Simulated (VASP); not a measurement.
A run of VASP 6.6.1:

The input INCAR:

```
SYSTEM = H4BrN
PREC = Accurate
ENCUT = 520
EDIFF = 1E-6
ISMEAR = 0
SIGMA = 0.02
LREAL = .False.
LASPH = .True.
NELM = 100
ALGO = Normal
ISIF = 2
LWAVE = .False.
LCHARG = .True.
GGA = PS
LELF = .True.
LVHAR = .True.
NBANDS = 17
```

Contents of KPOINTS:

```
regular mesh
0
Gamma
  5 5 5
  0 0 0
```

Contents of POSCAR:

```
H4BrN
1.0
    3.9200000000      0.0000000000      0.0000000000
    0.0000000000      3.9200000000      0.0000000000
    0.0000000000      0.0000000000      4.0000000000
H Br N
4 1 1
Direct
    0.1480000000      0.1480000000      0.1480000000
    0.1480000000      0.8520000000      0.8520000000
    0.8520000000      0.8520000000      0.1480000000
    0.8520000000      0.1480000000      0.8520000000
    0.5000000000      0.5000000000      0.5000000000
    0.0000000000      0.0000000000      0.0000000000
```

Potentials or basis: VASP PAW PBE potentials, release 64 (H, Br, N).

Run with:

```sh
$ cat potpaw_PBE.64/H/POTCAR potpaw_PBE.64/Br/POTCAR potpaw_PBE.64/N/POTCAR > POTCAR
$ mpirun -np 1 vasp_std > vasp.out
```

Hardware: 1 thread of Intel Xeon 6975P-C, with other jobs on the host.

Q: How long does it take, and how much memory?

A: Run time: 16 s on 1 thread of Intel Xeon 6975P-C, with other jobs on the host, peak memory 0.17 GiB. Counts: scf iterations 13, k points 18.
